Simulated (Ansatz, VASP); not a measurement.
One calculation of MgS, two programs

The input POSCAR:

```
MgS
1.0
    0.0000000000      2.4151579178      2.4151579178
    2.4151579178      0.0000000000      2.4151579178
    2.4151579178      2.4151579178      0.0000000000
S Mg
1 1
Direct
    0.5000000000      0.5000000000      0.5000000000
    0.0000000000      0.0000000000      0.0000000000
```

Contents of INCAR.step1:

```
  ALGO = Normal
  EDIFF = 1E-5
  ENCUT = 520
  GGA = PE
  ISIF = 2
  ISMEAR = -1
  LASPH = T
  LCHARG = F
  LREAL = F
  LWAVE = T
  NBANDS = 11
  NELM = 60
  PREC = Accurate
  SIGMA = 0.01
```

File INCAR.step2:

```
  AEXX = 0.1
  ALGO = Normal
  EDIFF = 1E-6
  ENCUT = 520
  ISIF = 2
  ISMEAR = -1
  ISTART = 1
  IVDW = 12
  LASPH = T
  LCHARG = F
  LHFCALC = T
  LMIXTAU = T
  LREAL = F
  LWAVE = F
  METAGGA = R2SCAN
  NBANDS = 11
  NELM = 60
  PREC = Accurate
  PRECFOCK = Normal
  SIGMA = 0.01
  VDW_A1 = 0.4709
  VDW_A2 = 5.9157
  VDW_S6 = 1.0
  VDW_S8 = 1.1236
```

Contents of KPOINTS:

```
k-points
0
Gamma
  6 6 6
```

File input.yaml:

```yaml
crystal:
  lattice:
    - [0.0, 2.4151579178, 2.4151579178]
    - [2.4151579178, 0.0, 2.4151579178]
    - [2.4151579178, 2.4151579178, 0.0]
  atoms:
    - { symbol: S, position: [0.5, 0.5, 0.5] }
    - { symbol: Mg, position: [0.0, 0.0, 0.0] }
hamiltonian:
  xc: r2scanh
  pseudopotentials: { kind: nc, accuracy: stringent, xc_functional: pbesol }
  dispersion: d3bj
kpoints:
  mp_grid: { grid: [6, 6, 6] }
scf:
  occupations: { method: fermi_dirac, width: 0.01 }
  n_extra_bands: 6
output:
  forces: true
  stress: true
  eigenvalues: true
  dos: { projected: true, de: 0.05 }
```

Change from the starting cell: volume scaled by 0.8.

Alike in both runs: functional r2SCANh; dispersion D3(BJ); k mesh 6 × 6 × 6; occupations fermi-dirac, width 0.01 eV; no spin polarisation.

|  | VASP | Ansatz |
| --- | --- | --- |
| version | VASP 6.6.1 | Ansatz 0.2.0 |
| potentials or method | VASP PAW PBE potentials, release 64 (S, Mg) | PseudoDojo stringent (PBEsol files) |
| plane-wave cutoff (eV) | 520 | 1143 |
| valence electrons in the cell | 8 | 16 |
| task | single point | projected density of states |

VASP gave:

* gap on the k mesh at the Fermi level (eV): 4.49
* least direct gap on the mesh (eV): 6.89
* pressure (GPa): 24.3

Question: Estimate Ansatz's values.

Answer: gap on the k mesh at the Fermi level (eV): 4.55; least direct gap on the mesh (eV): 6.92; pressure (GPa): 24.9.

VASP's potentials were made for PBE, not for r2SCANh. VASP's potentials hold 8 valence electrons a cell and Ansatz's 16, so a difference there can come from the potentials and not from the codes.

Noted on Ansatz's run: the meta-GGA runs on potentials made for a GGA.
